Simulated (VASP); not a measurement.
Runs of VASP 6.6.1 on MgCd3Se4. The structure is that of space group P4/mmm (No. 123), or close to it. The cells are those of the table. 

| task | cell | k mesh | cutoff (eV) | gap on the mesh (eV) | pressure (GPa) | largest force (eV/Å) |
| --- | --- | --- | --- | --- | --- | --- |
| relaxation of cell and atoms | relaxed from a = 4.149, b = 4.149, c = 11.735 Å, 8 atoms | 4 × 4 × 2 | 600 | none | -0.1 | 0.03 |
| single point | a = 4.039, b = 4.039, c = 11.325 Å, 8 atoms | 4 × 4 × 2 | 520 | none | 0.2 | 0.02 |
| single point | a = 4.149, b = 4.149, c = 11.735 Å, 8 atoms | 4 × 4 × 2 | 520 | none | -4.2 | (a) |
| single point | a = 4.021, b = 4.021, c = 11.393 Å, 8 atoms | 10 × 10 × 4 | 520 | none | 0.2 | 0.02 |

Alike in all rows: level PBE; potentials or basis VASP PAW PBE potentials, release 64 (Mg, Cd, Se); no spin polarisation; smearing gaussian 0.1 eV.

Problem. Estimate the missing entries.

Solution. (a) 0.18.

Caveats: some runs use coarse meshes.

A k mesh can miss the band edges, and the runs leave out spin-orbit coupling on Cd, Se.

A gap of «none» marks levels without a gap at the run's occupations.
